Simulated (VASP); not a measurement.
A run of VASP 6.6.1 is set up as follows.

File POSCAR:

```
C
1.0
    1.7558301876      0.0000000000      0.0000000000
    0.0000000000      1.7558301876      0.0000000000
    0.0000000000      0.0000000000      1.7558301876
C
1
Direct
    0.0000000000      0.0000000000      0.0000000000
```

The input INCAR.step1:

```
PREC     = Accurate       # precision mode
ENCUT    = 520            # plane-wave cutoff, eV
ISMEAR   = -1             # smearing method
SIGMA    = 0.05           # smearing width, eV
LREAL    = F              # projectors in reciprocal space
LASPH    = T              # aspherical terms in the spheres
NELM     = 80             # most SCF steps
NBANDS   = 8              # bands
GGA      = PE             # functional
ALGO     = Normal         # electronic algorithm
EDIFF    = 1E-4           # SCF threshold, eV
LWAVE    = T              # write WAVECAR
LCHARG   = F              # write CHGCAR
```

Contents of INCAR.step2:

```
PREC     = Accurate       # precision mode
ENCUT    = 520            # plane-wave cutoff, eV
EDIFF    = 1E-6           # SCF threshold, eV
ISMEAR   = -1             # smearing method
SIGMA    = 0.05           # smearing width, eV
LREAL    = F              # projectors in reciprocal space
LASPH    = T              # aspherical terms in the spheres
NELM     = 80             # most SCF steps
ALGO     = Normal         # electronic algorithm
ISIF     = 2              # what is computed and relaxed
LWAVE    = F              # write WAVECAR
LCHARG   = F              # write CHGCAR
METAGGA  = R2SCAN         # meta-GGA
LMIXTAU  = T            
NBANDS   = 8              # bands
ISTART   = 1
```

KPOINTS

```
regular mesh
0
Gamma
  11 11 11
```

Potentials or basis: VASP PAW PBE potentials, release 64 (C).

Run with:

```bash
$ cat potpaw_PBE.64/C/POTCAR > POTCAR
$ cp INCAR.step1 INCAR
$ mpirun -np 1 vasp_std > vasp.out
$ cp INCAR.step2 INCAR
$ mpirun -np 1 vasp_std > vasp.out
```

Q: Predict the band gap on the k mesh.

A: Zero (band 2 reaches 21.61 eV, above the bottom of band 3 at 9.34 eV).

Q: What does it give for the pressure?

A: 5.7 GPa.

Caveat: the PAW data sets were made with another functional, which shifts forces and pressure a little.
